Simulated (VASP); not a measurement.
# Ir (R-3m) in VASP: single point with LDA

Aim: the single point of Ir with LDA.

All numbers are computed with VASP 6.6.1; they aren't measurements. Logs are shortened: lines on timing, memory, paths and dates and some standing lists are left out, and cuts for length are marked.

## Step 1: The cell of the first run

Symmetry: R-3m, No. 166, trigonal system. The conventional cell has a = 2.715 Å, b = 2.715 Å, c = 13.300 Å, α = 90.00°, β = 90.00°, γ = 120.00°. Ir (site symmetry 3m) has 12 Ir at 2.69 to 2.74 Å within 3.5 Å.

## Step 2: Single point, LDA (atoms displaced along a vibrational mode)

The input, INCAR:

```
ALGO = Fast
EDIFF = 1E-7
ENCUT = 520
GGA = CA
ISIF = 2
ISMEAR = 0
ISYM = 0
KPAR = 4
LASPH = T
LCHARG = F
LREAL = F
LWAVE = F
NBANDS = 16
NELM = 60
PREC = Accurate
SIGMA = 0.15
```

The input, KPOINTS:

```
k-points
0
Gamma
  24 24 20
```

The input, POSCAR:

```
Ir
1.0
    0.0000000000     -1.9197000000     -1.9197000000
   -1.9197000000      0.0000000000     -1.9197000000
    1.9197000000      1.9197000000     -3.8394000000
Ir
2
Direct
    0.5011269517      0.5011269517      0.4966165597
   -0.0011269517     -0.0011269517      0.0033834403
```

Potentials or basis: VASP PAW LDA potentials, release 64 (Ir).

On the command line:

```sh
$ cat potpaw_LDA.64/Ir/POTCAR > POTCAR
$ mpirun -np 4 vasp_std > vasp.out
```

OUTCAR:

```text
EDIFF = 1E-7
   ENCUT = 520
   GGA = CA
   ISIF = 2
   ISMEAR = 0
   ISYM = 0
   LASPH = T
   LREAL = F
   NELM = 60
   PREC = Accurate

 ion  position               nearest neighbor table
   1  0.501  0.501  0.497-   2 2.69   2 2.69   2 2.69   2 2.74   2 2.74   2 2.74
   2  0.999  0.999  0.003-   1 2.69   1 2.69   1 2.69   1 2.74   1 2.74   1 2.74

IMPORTANT INFORMATION: All symmetrisations will be switched off!
NOSYMM: (Re-)initialisation of all symmetry stuff for point group C_1.

----------------------------------------------------------------------------------------

                                     Primitive cell

  volume of cell :      28.2983

  direct lattice vectors                    reciprocal lattice vectors
     0.000000000 -1.919700000 -1.919700000     0.130228682 -0.390686045 -0.130228682
    -1.919700000  0.000000000 -1.919700000    -0.390686045  0.130228682 -0.130228682
     1.919700000  1.919700000 -3.839400000     0.130228682  0.130228682 -0.130228682

  length of vectors
     2.714865776  2.714865776  4.702285459     0.431919674  0.431919674  0.225562693

  position of ions in fractional coordinates (direct lattice)
     0.501126952  0.501126952  0.496616560
     0.998873048  0.998873048  0.003383440

  ion indices of the primitive-cell ions
   primitive index   ion index
                 1           1
                 2           2

----------------------------------------------------------------------------------------

 KPOINTS: k-points

Automatic generation of k-mesh.
 Grid dimensions read from file:
 generate k-points for:   24   24   20

 Generating k-lattice:

  Cartesian coordinates                     Fractional coordinates (reciprocal lattice)
     0.005426195 -0.016278585 -0.005426195     0.041666667  0.000000000 -0.000000000
    -0.016278585  0.005426195 -0.005426195     0.000000000  0.041666667 -0.000000000
     0.006511434  0.006511434 -0.006511434     0.000000000  0.000000000  0.050000000

  Length of vectors
     0.017996653  0.017996653  0.011278135

  Shift w.r.t. Gamma in fractional coordinates (k-lattice)
     0.000000000  0.000000000  0.000000000

 -----------------------------------------------------------------------------
|                                                                             |
|           W    W    AA    RRRRR   N    N  II  N    N   GGGG   !!!           |
|           W    W   A  A   R    R  NN   N  II  NN   N  G    G  !!!           |
|           W    W  A    A  R    R  N N  N  II  N N  N  G       !!!           |
|           W WW W  AAAAAA  RRRRR   N  N N  II  N  N N  G  GGG   !            |
[... 64 lines left out ...]
   ENCUT  =  520.0 eV  38.22 Ry    6.18 a.u.   5.05  5.05  8.74*2*pi/ulx,y,z
   NELM   =     60;   NELMIN=  2; NELMDL= -5     # of ELM steps
   EDIFF  = 0.1E-06   stopping-criterion for ELM
   LREAL  =      F    real-space projection
   EDIFFG = 0.1E-05   stopping-criterion for IOM
   NSW    =      0    number of steps for IOM
   IBRION =     -1    ionic relax: 0-MD 1-quasi-New 2-CG
   NFREE  =      0    steps in history (QN), initial steepest desc. (CG)
   ISIF   =      2    stress and relaxation
   ISYM   =      0    0-nonsym 1-usesym 2-fastsym
   POTIM  = 0.5000    time-step for ionic-motion
   TEBEG  =    0.0;   TEEND  =   0.0 temperature during run
   PSTRESS=    0.0 pullay stress
   NELECT =      18.0000    total number of electrons
   NUPDOWN=      -1.0000    fix difference up-down
   EMIN   =  10.00;   EMAX   =-10.00  energy-range for DOS
   EFERMI =   0.00;   METHOD = LEGACY
   ISMEAR =     0;   SIGMA  =   0.15  broadening in eV -4-tet -1-fermi 0-gaus
   EFERMI_NEDOS =   21; number of points for ismear=-14 and -15
   IALGO  =     68    algorithm
   IMIX   =      4    mixing-type and parameters
     AMIX     =   0.40;   BMIX     =  1.00
     AMIX_MAG =   1.60;   BMIX_MAG =  1.00
  volume/ion in A,a.u.               =      14.15        95.48
  Fermi-wavevector in a.u.,A,eV,Ry     =   1.407923  2.660589 26.970118  1.982248
  Thomas-Fermi vector in A             =   2.530133
   LORBIT       =      0    0 simple, 1 ext, 2 COOP (PROOUT), +10 PAW based schemes
   GGA     = CA    functional components
   LHFCALC =     F    Hartree Fock is set to
   AEXX    =    0.0000 exact exchange contribution
   IVDW    =     0    specifies the selected vdW correction
   LEPSILON=     F    determine dielectric tensor
   LRPA    =     F    only Hartree local field effects (RPA)
 non-spin polarized calculation
 RMM-DIIS sequential band-by-band and
 Gauss-broadening in eV      SIGMA  =   0.15
  energy-cutoff  :      520.00
  volume of cell :       28.30
 maximum number of plane-waves:       780
   NGX = 11   NGY = 11   NGZ = 17

 number of electron      18.0000001 magnetization

 Free energy of the ion-electron system (eV)
  ---------------------------------------------------
  ext. energy  EPLUGINS =         0.00000000
  ---------------------------------------------------
  free energy    TOTEN  =       -20.64614989 eV

  energy without entropy =      -20.62570138  energy(sigma->0) =      -20.63592564

 E-fermi :  10.2980     XC(G=0): -14.1382

 val. band max:       10.2977336717   @ k =  -0.1250   0.5000   0.0500
 cond. band min:      10.2984491967   @ k =   0.3750   0.3750   0.1000
 fundamental gap:      0.0007155249
 Fermi energy:        10.2980375921

 k-point     1 :       0.0000    0.0000    0.0000
  band No.  band energies     occupation
      1      -0.7977      2.00000
      2       2.1889      2.00000
      3       6.2975      2.00000
      4       6.2976      2.00000
      5       6.3860      2.00000
      6       6.3860      2.00000
[... 433 lines left out ...]
      3       4.6864      2.00000
      4       4.8867      2.00000
      5       6.2475      2.00000
      6       6.5660      2.00000
[... 8 lines left out ...]
     15      22.9912      0.00000
     16      27.1856      0.00000

 [... further k-points ...]
[... 5 lines left out ...]
  --------------------------------------------------------------------------------------
  -------------------------------------------------------------------------------------
  Total       -1.0366935     -1.0366921     -1.0362757      0.0137880     -0.0126598     -0.0126604
  in kB      -58.6949700    -58.6948894    -58.6713143      0.7806396     -0.7167644     -0.7168004
  external PRESSURE =     -58.6870579 kB  Pullay stress =       0.0000000 kB

 VOLUME and BASIS-vectors are now :
 -----------------------------------------------------------------------------
  energy-cutoff  :      520.00
  volume of cell :       28.30
      direct lattice vectors                 reciprocal lattice vectors
     0.000000000 -1.919700000 -1.919700000     0.130228682 -0.390686045 -0.130228682
    -1.919700000  0.000000000 -1.919700000    -0.390686045  0.130228682 -0.130228682
     1.919700000  1.919700000 -3.839400000     0.130228682  0.130228682 -0.130228682

 POSITION                                       TOTAL-FORCE (eV/Angst)
 -----------------------------------------------------------------------------------
     -0.00866     -0.00866     -3.83074         0.234862      0.234862     -0.234967
     -1.91104     -1.91104     -3.84806        -0.234862     -0.234862      0.234967
 -----------------------------------------------------------------------------------
    total drift:                                0.000001      0.000000     -0.000000

  FREE ENERGIE OF THE ION-ELECTRON SYSTEM (eV)
  ---------------------------------------------------
  free  energy   TOTEN  =       -20.6461498917 eV

  energy  without entropy=      -20.6257013795  energy(sigma->0) =      -20.63592564
```

OSZICAR:

```text
N       E                     dE             d eps       ncg     rms          rms(c)
DAV:   1     0.147455779293E+03    0.14746E+03   -0.82378E+03185272   0.112E+03
[... 11 lines left out ...]
RMM:  13    -0.206463742230E+02    0.13935E-03   -0.97276E-05216321   0.859E-02    0.444E-01
RMM:  14    -0.206462971485E+02    0.77074E-04   -0.39639E-05216758   0.554E-02    0.413E-01
RMM:  15    -0.206461571491E+02    0.14000E-03   -0.29155E-04291332   0.177E-01    0.105E-01
RMM:  16    -0.206461491837E+02    0.79654E-05   -0.24316E-05223232   0.538E-02    0.957E-03
RMM:  17    -0.206461496530E+02   -0.46928E-06   -0.55059E-06217174   0.167E-02    0.112E-02
RMM:  18    -0.206461498382E+02   -0.18520E-06   -0.60906E-07200692   0.593E-03    0.148E-02
RMM:  19    -0.206461498917E+02   -0.53519E-07   -0.12715E-07125506   0.283E-03
   1 F= -.20646150E+02 E0= -.20635926E+02  d E =-.204485E-01
```

It took 14 min on 4 MPI ranks of Oxide Virtual Turin-like, shared host; peak memory 2 GiB.

What came out:

```yaml
Free_energy: -20.6461 eV
Pressure: -5.9 GPa
Largest_force: 0.407 eV/Å
Band_gap_on_the_k_mesh: zero (bands 9 and 10 overlap by 2.93 eV)
```

Forces on the atoms (eV/Å):
```
Ir   0.235  0.235 -0.235
Ir  -0.235 -0.235  0.235
```

Levels at points of the mesh, in eV from the Fermi level:
```
           k point  band 5  band 6  band 7  band 8  band 9  band 10  band 11  band 12  band 13  band 14
(0.00, 0.00, 0.00)   -3.91   -3.91   -3.90   -1.18   -1.18    -0.70     0.91     0.91     7.26    13.89
(0.50, 0.00, 0.00)   -3.68   -3.67   -2.11   -1.83    1.05     1.09     3.89     3.95     8.06     8.36
(0.00, 0.50, 0.00)   -3.68   -3.67   -2.11   -1.83    1.05     1.09     3.89     3.95     8.06     8.36
(0.50, 0.50, 0.00)   -3.99   -0.71    0.89    0.90    0.90     1.47     1.48     1.76     7.27    10.51
(0.00, 0.00, 0.50)   -3.48   -3.48   -3.44   -3.44   -1.08    -1.08    -0.92    -0.92    13.56    14.05
(0.50, 0.00, 0.50)   -3.99   -0.71    0.89    0.90    0.90     1.47     1.48     1.76     7.27    10.51
(0.00, 0.50, 0.50)   -3.99   -0.71    0.89    0.90    0.90     1.47     1.48     1.76     7.27    10.51
(0.50, 0.50, 0.50)   -3.68   -3.67   -2.11   -1.83    1.05     1.09     3.89     3.95     8.06     8.36
```

Caveat: the cell differs from its parent crystal (atoms displaced along a vibrational mode); the cell stands under tension; spin-orbit coupling is left out, which moves the levels of the heavy elements.
